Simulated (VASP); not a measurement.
Set up this calculation in VASP 6.6.1, as the native input.

| Quantity | Value |
| --- | --- |
| Task | single point |
| Functional | PBE |
| Potentials or basis | VASP PAW PBE potentials, release 64 (Si, Ti_sv) |
| Cutoff | 520 eV |
| k mesh | 2 × 2 × 2 |
| Occupations | gaussian, width 0.02 eV |
| Spin | no spin polarisation |
| Dipole correction | no |
| Further INCAR settings | LREAL = Auto; ALGO = Normal; EDIFF = 1e-07; NBANDS = 52 |

The structure of TiSi16 (a cell with a defect) lies in POSCAR:

```
TiSi16
1.0
    0.0000000000      5.4300000000      5.4300000000
    5.4300000000      0.0000000000      5.4300000000
    5.4300000000      5.4300000000      0.0000000000
Si Ti
16 1
Direct
    0.0003720994      0.0143787293     -0.0144247698
    0.1124517495      0.1265430939      0.1345436464
   -0.0307492634      0.0126131676      0.5056070902
    0.1141906077      0.1569977901      0.6150955801
    0.0003825046      0.4997559853     -0.0144539595
    0.1438008287      0.6430223757      0.0702260589
    0.0185612339      0.5176533149      0.4461862799
    0.1142164825      0.6137820442      0.6150610497
    0.4838144567     -0.0167568140      0.0497930939
    0.6272019337      0.1265164825      0.1344501842
    0.5133573665      0.0125448435      0.5054616022
    0.6090081952      0.1085461326      0.6739951197
    0.5152088398      0.4997182320     -0.0145740331
    0.6272094843      0.6119325046      0.1344137201
    0.5133685083      0.4687265193      0.5054187845
    0.6578134438      0.6136709024      0.6148848987
    0.3147464088      0.8141097606      0.5571038674
```

These files were run (other wordings do the same):

INCAR

```
PREC = Accurate
ENCUT = 520
EDIFF = 1E-7
ISMEAR = 0
SIGMA = 0.02
LREAL = Auto
LASPH = True
NELM = 80
ALGO = Normal
ISIF = 2
LWAVE = False
LCHARG = False
GGA = PE
NBANDS = 52
```

KPOINTS

```
Automatic mesh
0
Gamma
  2 2 2
```

Potentials or basis: VASP PAW PBE potentials, release 64 (Si, Ti_sv).

Command:

```sh
$ cat potpaw_PBE.64/Si/POTCAR potpaw_PBE.64/Ti_sv/POTCAR > POTCAR
$ mpirun -np 1 vasp_std > vasp.out
```

Results of the run:

```
Pressure               : 5.8 GPa
Largest force          : 0.056 eV/Å
Band gap on the k mesh : zero (bands 38 and 39 overlap by 0.19 eV)
```

Caveat: the k points lie up to 0.50 Å⁻¹ apart.

Wall time 8.5 min on 1 thread of AMD EPYC 7R43 64-Core Processor (Zen 3), on a shared host, peak memory 0.45 GiB.
